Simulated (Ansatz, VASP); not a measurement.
**AlN: VASP beside Ansatz**

```
Al N
1.0
     3.25545    0.00000    0.00000
    -1.62772    2.81930    0.00000
     0.00000    0.00000    5.21870
Al N
2 2
Direct
  0.33333 0.66667 0.00173
  0.66667 0.33333 0.50173
  0.33333 0.66667 0.38327
  0.66667 0.33333 0.88327
```

Change from the starting cell: strain +0.040 along x and y, +0.040 along z, atoms carried along.

Alike in both runs: task single point; functional PBE; k mesh 12 × 12 × 6; occupations gaussian, width 0.05 eV; no spin polarisation.

|  | VASP | Ansatz |
| --- | --- | --- |
| version | VASP 6.6.1 | Ansatz 0.2.0 |
| potentials or method | VASP PAW PBE potentials, release 64 (Al, N), cutoff 520 eV | scalar-relativistic, plane waves, PAW |
| valence electrons in the cell | 16 | 16 |

```tsv
	VASP	Ansatz	Ansatz less VASP
gap on the k mesh at the Fermi level (eV)	3.05	3.05	-0.003
least direct gap on the mesh (eV)	3.05	3.05	-0.003
pressure (GPa)	-18.3	-18.0	+0.23
traceless stress, the component that is largest in VASP (GPa)	0.82	0.80	-0.026
rms of the force components (eV/Å)	0.021	0.021	-0.0005
```

Atom by atom the forces differ by 0.000 eV/Å (rms over components).
